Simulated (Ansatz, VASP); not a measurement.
# Two plane-wave programs on SiC

INCAR

```
PREC     = Accurate       # precision mode
ENCUT    = 520            # plane-wave cutoff, eV
EDIFF    = 1E-6           # SCF threshold, eV
ISMEAR   = 0              # smearing method
SIGMA    = 0.05           # smearing width, eV
LREAL    = False          # projectors in reciprocal space
LASPH    = True           # aspherical terms in the spheres
NELM     = 60             # most SCF steps
ALGO     = Normal         # electronic algorithm
ISIF     = 2              # what is computed and relaxed
LWAVE    = False          # write WAVECAR
LCHARG   = False          # write CHGCAR
GGA      = PS             # functional
NBANDS   = 11             # bands
```

File KPOINTS:

```
regular mesh
0
Gamma
  18 18 18
```

File POSCAR:

```
SiC
1.0
    0.0000000000      2.1784055333      2.1784055333
    2.1784055333      0.0000000000      2.1784055333
    2.1784055333      2.1784055333      0.0000000000
Si C
1 1
Direct
    0.0000000000      0.0000000000      0.0000000000
    0.2500000000      0.2500000000      0.2500000000
```

Input for Ansatz:

```yaml
crystal:
  lattice:
    - [0.0, 2.1784055333, 2.1784055333]
    - [2.1784055333, 0.0, 2.1784055333]
    - [2.1784055333, 2.1784055333, 0.0]
  atoms:
    - { symbol: Si, position: [0.0, 0.0, 0.0] }
    - { symbol: C, position: [0.25, 0.25, 0.25] }
basis:
  ecutwfc: 420
  ecutrho_ratio: 4
kpoints:
  mp_grid: { grid: [18, 18, 18] }
hamiltonian:
  xc: pbesol
scf:
  occupations: { method: gaussian, width: 0.05 }
output:
  forces: true
  stress: true
  eigenvalues: true
```

Alike in both runs: task single point; functional PBEsol; k mesh 18 × 18 × 18; occupations gaussian, width 0.05 eV; no spin polarisation.

|  | VASP | Ansatz |
| --- | --- | --- |
| version | VASP 6.6.1 | Ansatz 0.2.0 |
| potentials or method | VASP PAW PBE potentials, release 64 (Si, C), cutoff 520 eV | scalar-relativistic, plane waves, PAW |
| valence electrons in the cell | 8 | 8 |

|  | VASP | Ansatz | Ansatz less VASP |
| --- | --- | --- | --- |
| gap on the k mesh at the Fermi level (eV) | 1.23 | 1.24 | +0.010 |
| least direct gap on the mesh (eV) | 4.44 | 4.45 | +0.009 |
| pressure (GPa) | 0.4 | 0.0 | -0.35 |

VASP's potentials were made for PBE, not for PBEsol.
